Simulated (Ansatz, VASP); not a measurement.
# One calculation of SnO, two programs

```
Sn O
1.0
     3.75062    0.00000    0.00000
     0.00000    3.75062    0.00000
     0.00000    0.00000    4.77064
Sn O
2 2
Direct
  0.00000 0.50000 0.23850
  0.50000 0.00000 0.76150
  0.00000 0.00000 0.00000
  0.50000 0.50000 0.00000
```

Change from the starting cell: volume scaled by 0.96, crystal datasets.

Alike in both runs: task electric field gradients; functional PBE; k mesh 8 × 8 × 6; occupations fermi-dirac, width 0.01 eV; no spin polarisation.

|  | VASP | Ansatz |
| --- | --- | --- |
| version | VASP 6.6.1 | Ansatz 0.2.0 |
| potentials or method | VASP PAW PBE potentials, release 64 (Sn_d, O), cutoff 520 eV | all-electron PAW with datasets made for the crystal, scalar-relativistic |

```csv
,VASP,Ansatz,Ansatz less VASP
pressure (GPa),9.0,8.7,-0.34
"traceless stress, the component that is largest in VASP (GPa)",-1.49,-1.50,-0.010
rms of the force components (eV/Å),0.438,0.397,-0.0410
size of Vzz on the site where it differs most (V/Å²),171.6,179.7,+8.15
```

Atom by atom the forces differ by 0.041 eV/Å (rms over components). Ansatz ran all-electron here, and VASP with PAW potentials.
